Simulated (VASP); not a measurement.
Write the native input for VASP 6.6.1 that does the following.

* Task: relaxation of cell and atoms
* Functional: r2SCAN
* Potentials or basis: VASP PAW PBE potentials, release 64 (Cd, Te)
* Cutoff: 600 eV
* k mesh: 8 × 8 × 8
* Occupations: gaussian, width 0.02 eV
* Spin: no spin polarisation
* Dipole correction: no
* Further INCAR settings: ALGO = Normal; EDIFF = 1e-07; IBRION = 2; EDIFFG = -0.005; NSW = 100; ISIF = 3

CdTe:

```xyz
2
Lattice="0.0000 3.2050 3.2050 3.2050 0.0000 3.2050 3.2050 3.2050 0.0000" Properties=species:S:1:pos:R:3 pbc="T T T"
Cd    0.0000    0.0000    0.0000
Te    1.6025    1.6025    1.6025
```

The input as run:

POSCAR

```
CdTe
1.0
    0.0000000000      3.2050000000      3.2050000000
    3.2050000000      0.0000000000      3.2050000000
    3.2050000000      3.2050000000      0.0000000000
Cd Te
1 1
Direct
    0.0000000000      0.0000000000      0.0000000000
    0.2500000000      0.2500000000      0.2500000000
```

INCAR.step1

```
  ALGO = Normal
  EDIFF = 1E-4
  ENCUT = 600
  GGA = PE
  ISMEAR = 0
  LASPH = True
  LCHARG = False
  LREAL = False
  LWAVE = True
  NELM = 80
  PREC = Accurate
  SIGMA = 0.02
```

INCAR.step2

```
  ALGO = Normal
  EDIFF = 1E-7
  EDIFFG = -0.005
  ENCUT = 600
  IBRION = 2
  ISIF = 3
  ISMEAR = 0
  ISTART = 1
  LASPH = True
  LCHARG = False
  LMIXTAU = True
  LREAL = False
  LWAVE = False
  METAGGA = R2SCAN
  NELM = 80
  NSW = 100
  PREC = Accurate
  SIGMA = 0.02
```

KPOINTS

```
k-points
0
Gamma
  8 8 8
```

Potentials or basis: VASP PAW PBE potentials, release 64 (Cd, Te).

Run with:

```bash
$ cat potpaw_PBE.64/Cd/POTCAR potpaw_PBE.64/Te/POTCAR > POTCAR
$ cp INCAR.step1 INCAR
$ mpirun -np 1 vasp_std > vasp.out
$ cp INCAR.step2 INCAR
$ mpirun -np 1 vasp_std > vasp.out
```

Results of the run:

The relaxed volume is 35.30 Å³/atom, the relaxed cell is a = 4.639 Å, b = 4.639 Å, c = 4.639 Å, α = 60.00°, β = 60.00°, γ = 60.00° and the space group after relaxing (to 0.05 Å) is F-43m (No. 216). The energy gained by relaxing is 23.1 meV/atom and the ionic steps are 3. The pressure after relaxing is 0.0 GPa. The band gap on the k mesh is 1.15 eV, direct.

Caveat: the PAW data sets were made with another functional, which shifts forces and pressure a little; spin-orbit coupling is left out, which moves the levels of the heavy elements.

Run time: 4.9 min on 1 thread of Intel(R) Xeon(R) 6975P-C (Granite Rapids), with other jobs on the host, peak memory 0.24 GiB.
